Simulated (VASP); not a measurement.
# TaAs (I4_1md) in VASP: settings compared, part 2 of 2

VASP 6.6.1. Earlier steps stand in the parts before.

## 4. Single point, PBEsol+U

This run uses another cell than the first one, of 17.40 Å³/atom.

File INCAR:

```
PREC = Accurate
ENCUT = 510
EDIFF = 1E-6
ISMEAR = -1
SIGMA = 0.05
LREAL = F
LASPH = T
NELM = 200
ALGO = Normal
ISIF = 2
LWAVE = F
LCHARG = T
LMAXMIX = 4
LDAU = T
LDAUTYPE = 2
LDAUL = 2 -1
LDAUU = 1 0
LDAUJ = 0 0
LDAUPRINT = 1
GGA = PS
LELF = T
LVHAR = T
NBANDS = 36
GGA_COMPAT = F
```

File KPOINTS:

```
regular mesh
0
Gamma
  11 11 11
```

File POSCAR:

```
TaAs
1.0
   -1.7218133622      1.7218133622      5.8679415361
    1.7218133622     -1.7218133622      5.8679415361
    1.7218133622      1.7218133622     -5.8679415361
Ta As
2 2
Direct
    0.4999673000      0.4999673000      0.0000000000
    0.2499673000      0.7499673000      0.5000000000
    0.0826321200      0.0826321200      0.0000000000
    0.8326321200      0.3326321200      0.5000000000
```

Potentials or basis: VASP PAW PBE potentials, release 64 (Ta_sv_GW, As_d).

Command:

```console
$ cat potpaw_PBE.64/Ta_sv_GW/POTCAR potpaw_PBE.64/As_d/POTCAR > POTCAR
$ mpirun -np 1 vasp_std > vasp.out
```

Run time: 14 min. Hardware: 1 thread of Intel Xeon Platinum 8259CL at 2.50GHz (Skylake/Cascade Lake), shared host; peak memory 0.52 GiB.

The run converged. Its results:

```
Free energy            : -40.9767 eV
Pressure               : -2.5 GPa
Largest force          : 0.022 eV/Å
Band gap on the k mesh : zero (filled and empty bands overlap)
```

Forces on the atoms (eV/Å):
```
Ta   0.000  0.000  0.022
Ta   0.000  0.000  0.022
As   0.000  0.000 -0.022
As   0.000  0.000 -0.022
```

Stress tensor (GPa, compression positive):
```
-2.29  0.00  0.00
 0.00 -2.29  0.00
 0.00  0.00 -3.03
```

Levels at points of the mesh, in eV from the Fermi level:
| k point | band 26 | band 27 | band 28 | band 29 | band 30 | band 31 |
| --- | --- | --- | --- | --- | --- | --- |
| (0.00, 0.00, 0.00) | -1.96 | -1.66 | -1.66 | 0.94 | 1.60 | 2.29 |

Eigenvalues of the final occupation matrices:
```
    site  spin  trace               eigenvalues
site 1 d     1   1.18  0.22 0.24 0.24 0.24 0.25
site 1 d     2   1.18  0.22 0.24 0.24 0.24 0.25
site 2 d     1   1.18  0.22 0.24 0.24 0.24 0.25
site 2 d     2   1.18  0.22 0.24 0.24 0.24 0.25
```

Caveat: the PAW data sets were made with another functional, which shifts forces and pressure a little; spin-orbit coupling is left out, which moves the levels of the heavy elements; U without spin polarisation on a metal has little footing; the U is typed as a test and isn't derived for this compound.

## 5. Single point, PBEsol+U

This run uses another cell than the first one, of 17.40 Å³/atom.

File INCAR:

```
ALGO = Normal
EDIFF = 1E-6
ENCUT = 510
GGA = PS
GGA_COMPAT = False
ISIF = 2
ISMEAR = -1
LASPH = True
LCHARG = False
LDAU = True
LDAUJ = 0 0
LDAUL = 2 -1
LDAUPRINT = 1
LDAUTYPE = 2
LDAUU = 3 0
LMAXMIX = 4
LREAL = False
LWAVE = False
NBANDS = 36
NELM = 200
PREC = Accurate
SIGMA = 0.05
```

File KPOINTS:

```
k-points
0
Gamma
  11 11 11
```

POSCAR is that of step 4.

Potentials or basis: VASP PAW PBE potentials, release 64 (Ta_sv_GW, As_d).

Command:

```console
$ cat potpaw_PBE.64/Ta_sv_GW/POTCAR potpaw_PBE.64/As_d/POTCAR > POTCAR
$ mpirun -np 1 vasp_std > vasp.out
```

OUTCAR:

```text
EDIFF = 1E-6
   ENCUT = 510
   GGA = PS
   ISIF = 2
   ISMEAR = -1
   LASPH = True
   LREAL = False
   NELM = 200
   PREC = Accurate

 ion  position               nearest neighbor table
   1  0.500  0.500  0.000-   4 2.61   4 2.61   3 2.62   3 2.62   3 2.62   3 2.62
   2  0.250  0.750  0.500-   3 2.61   3 2.61   4 2.62   4 2.62   4 2.62   4 2.62
   3  0.083  0.083  0.000-   2 2.61   2 2.61   1 2.62   1 2.62   1 2.62   1 2.62
   4  0.833  0.333  0.500-   1 2.61   1 2.61   2 2.62   2 2.62   2 2.62   2 2.62

  LATTYP: Found a body centered tetragonal cell.
[... 1199 lines left out ...]
     36      14.0503      0.00000

 [... further k-points ...]
[... 5 lines left out ...]
  --------------------------------------------------------------------------------------
  -------------------------------------------------------------------------------------
  Total        0.5312766      0.5312766      0.0873142      0.0000000      0.0000000      0.0000000
  in kB       12.2324462     12.2324462      2.0103776      0.0000000      0.0000000      0.0000000
  external PRESSURE =       8.8250900 kB  Pullay stress =       0.0000000 kB

 VOLUME and BASIS-vectors are now :
 -----------------------------------------------------------------------------
  energy-cutoff  :      510.00
  volume of cell :       69.59
      direct lattice vectors                 reciprocal lattice vectors
    -1.721813362  1.721813362  5.867941536     0.000000000  0.290391520  0.085208756
     1.721813362 -1.721813362  5.867941536     0.290391520  0.000000000  0.085208756
     1.721813362  1.721813362 -5.867941536     0.290391520  0.290391520  0.000000000

 POSITION                                       TOTAL-FORCE (eV/Angst)
 -----------------------------------------------------------------------------------
      0.00000      0.00000      5.86756         0.000000     -0.000000      0.021555
      1.72181      0.00000      2.93359        -0.000000      0.000000      0.021555
      0.00000      0.00000      0.96976        -0.000000     -0.000000     -0.021555
      0.00000      1.72181      3.90373         0.000000      0.000000     -0.021555
 -----------------------------------------------------------------------------------
    total drift:                               -0.000001     -0.000001      0.002218

  FREE ENERGIE OF THE ION-ELECTRON SYSTEM (eV)
  ---------------------------------------------------
  free  energy   TOTEN  =       -37.4242531604 eV

  energy  without entropy=      -37.4199633027  energy(sigma->0) =      -37.42210823
```

OSZICAR:

```text
N       E                     dE             d eps       ncg     rms          rms(c)
DAV:   1     0.763118006223E+03    0.76312E+03   -0.25431E+04 13932   0.688E+03
DAV:   2     0.816172121437E+02   -0.68150E+03   -0.65875E+03 11244   0.131E+03
DAV:   3    -0.324740227664E+02   -0.11409E+03   -0.11114E+03  9916   0.236E+02
DAV:   4    -0.415144126197E+02   -0.90404E+01   -0.89487E+01 13256   0.715E+01
DAV:   5    -0.417600346045E+02   -0.24562E+00   -0.24506E+00 12864   0.121E+01    0.920E+01
DAV:   6    -0.376574340980E+02    0.41026E+01   -0.10752E+01 13164   0.226E+01    0.752E+01
DAV:   7    -0.379675092361E+02   -0.31008E+00   -0.65195E+00 13852   0.404E+01    0.253E+01
DAV:   8    -0.374026945662E+02    0.56481E+00   -0.24037E+00 11060   0.151E+01    0.187E+01
DAV:   9    -0.374255959543E+02   -0.22901E-01   -0.24203E-01 14268   0.491E+00    0.110E+01
DAV:  10    -0.374280049193E+02   -0.24090E-02   -0.32405E-02 15328   0.801E+00    0.320E+00
DAV:  11    -0.374245740586E+02    0.34309E-02   -0.80707E-03 16084   0.387E+00    0.181E+00
DAV:  12    -0.374245350068E+02    0.39052E-04   -0.23592E-03 13880   0.513E-01    0.146E+00
DAV:  13    -0.374242916590E+02    0.24335E-03   -0.40133E-04 15940   0.786E-01    0.325E-01
DAV:  14    -0.374242427071E+02    0.48952E-04   -0.30121E-04 16284   0.637E-01    0.868E-02
DAV:  15    -0.374242554258E+02   -0.12719E-04   -0.13096E-04 14164   0.756E-02    0.144E-01
DAV:  16    -0.374242543736E+02    0.10522E-05   -0.84977E-07  5840   0.217E-02    0.101E-01
DAV:  17    -0.374242528338E+02    0.15398E-05   -0.56349E-06 11036   0.311E-02    0.568E-03
DAV:  18    -0.374242531604E+02   -0.32662E-06   -0.26119E-06  6960   0.127E-02
   1 F= -.37424253E+02 E0= -.37422108E+02  d E =-.428986E-02
```

Wall time 11 min (1 thread of Intel Xeon Platinum 8488C (Sapphire Rapids), shared host); peak memory 0.51 GiB.

What came out:

```yaml
Free_energy: -37.4243 eV
Pressure: 0.9 GPa
Largest_force: 0.022 eV/Å
Band_gap_on_the_k_mesh: zero (bands 28 and 29 overlap by 0.02 eV)
```

Forces in eV/Å, atoms in the order of the input:
```
Ta   0.000  0.000  0.022
Ta   0.000  0.000  0.022
As   0.000  0.000 -0.022
As   0.000  0.000 -0.022
```

Eigenvalues of the final occupation matrices:
```csv
site,spin,trace,eigenvalues
site 1 d,1,1.13,0.21 0.23 0.23 0.23 0.23
site 1 d,2,1.13,0.21 0.23 0.23 0.23 0.23
site 2 d,1,1.13,0.21 0.23 0.23 0.23 0.23
site 2 d,2,1.13,0.21 0.23 0.23 0.23 0.23
```

Caveat: the PAW data sets were made with another functional, which shifts forces and pressure a little; spin-orbit coupling is left out, which moves the levels of the heavy elements; U without spin polarisation on a metal has little footing; the U is typed as a test and isn't derived for this compound.

## 6. Single point, PBEsol

This run uses another cell than the first one, of 17.40 Å³/atom.

File INCAR:

```
PREC     = Accurate       # precision mode
ENCUT    = 510            # plane-wave cutoff, eV
EDIFF    = 1E-6           # SCF threshold, eV
ISMEAR   = -1             # smearing method
SIGMA    = 0.05           # smearing width, eV
LREAL    = F              # projectors in reciprocal space
LASPH    = T              # aspherical terms in the spheres
NELM     = 120            # most SCF steps
ALGO     = Normal         # electronic algorithm
ISIF     = 2              # what is computed and relaxed
LWAVE    = F              # write WAVECAR
LCHARG   = F              # write CHGCAR
GGA      = PS             # functional
NBANDS   = 36             # bands
GGA_COMPAT= F
```

File KPOINTS:

```
Automatic mesh
0
Gamma
  11 11 11
```

POSCAR is that of step 5.

Potentials or basis: VASP PAW PBE potentials, release 64 (Ta_sv_GW, As_d).

Command:

```console
$ cat potpaw_PBE.64/Ta_sv_GW/POTCAR potpaw_PBE.64/As_d/POTCAR > POTCAR
$ mpirun -np 1 vasp_std > vasp.out
```

Wall time 8.6 min (1 thread of Intel Xeon 6975P-C (Granite Rapids), shared host); peak memory 0.51 GiB.

Results (log left out):

```yaml
Free_energy: -42.7902 eV
Pressure: -4.1 GPa
Largest_force: 0.023 eV/Å
Band_gap_on_the_k_mesh: 0.01 eV (least direct gap 0.04 eV)
```

Forces on the atoms (eV/Å):
```
Ta   0.000  0.000  0.023
Ta   0.000  0.000  0.023
As   0.000  0.000 -0.023
As   0.000  0.000 -0.023
```

Stress tensor (GPa, compression positive):
```
-3.90  0.00  0.00
 0.00 -3.90  0.00
 0.00  0.00 -4.51
```

Levels at points of the mesh, in eV from the valence-band top:
```csv
k point,band 25,band 26,band 27,band 28,band 29,band 30,band 31,band 32
"(0.00, 0.00, 0.00)",-2.36,-1.96,-1.64,-1.64,0.91,1.57,2.30,3.09
```

Caveat: the cell stands under tension; the smearing spreads over this small gap; the PAW data sets were made with another functional, which shifts forces and pressure a little; spin-orbit coupling is left out, which moves the levels of the heavy elements.

## 7. Overview

| task | level | potentials or basis | U | cell | cutoff (eV) | gap on the mesh (eV) | pressure (GPa) | largest force (eV/Å) |
| --- | --- | --- | --- | --- | --- | --- | --- | --- |
| single point | PBEsol | VASP PAW PBE potentials, release 64 (Ta_pv, As) | - | a = 6.279 Å, angles 148.3, 148.3, 45.4°, 4 atoms, atomic positions A | 520 | none | 0.7 | - |
| relaxation of cell and atoms | RPBE | VASP PAW PBE potentials, release 64 (Ta_pv, As) | - | relaxed from a = 6.353 Å, angles 148.6, 148.6, 45.1°, 4 atoms, atomic positions B | 600 | none | 0.0 | 0.01 |
| single point | PBEsol+U | VASP PAW PBE potentials, release 64 (Ta_sv_GW, As_d) | Ta d U = 1.0 eV | a = 6.353 Å, angles 148.6, 148.6, 45.1°, 4 atoms, atomic positions B | 510 | none | -2.5 | 0.02 |
| single point | PBEsol+U | VASP PAW PBE potentials, release 64 (Ta_sv_GW, As_d) | Ta d U = 3.0 eV | a = 6.353 Å, angles 148.6, 148.6, 45.1°, 4 atoms, atomic positions B | 510 | none | 0.9 | 0.02 |
| single point | PBEsol | VASP PAW PBE potentials, release 64 (Ta_sv_GW, As_d) | - | a = 6.353 Å, angles 148.6, 148.6, 45.1°, 4 atoms, atomic positions B | 510 | 0.01 | -4.1 | 0.02 |

Alike in all rows: no spin polarisation; k mesh 11 × 11 × 11; smearing fermi-dirac 0.05 eV.

Caveats: the PAW data sets were made with another functional, which shifts forces and pressure a little; spin-orbit coupling is left out, which moves the levels of the heavy elements; U without spin polarisation on a metal has little footing (at least some runs); the U is typed as a test and isn't derived for this compound (at least some runs); the cell stands under tension (at least some runs); the smearing spreads over this small gap (at least some runs).

Total energies depend on the potentials used, so only differences within one code and one set of settings carry meaning.
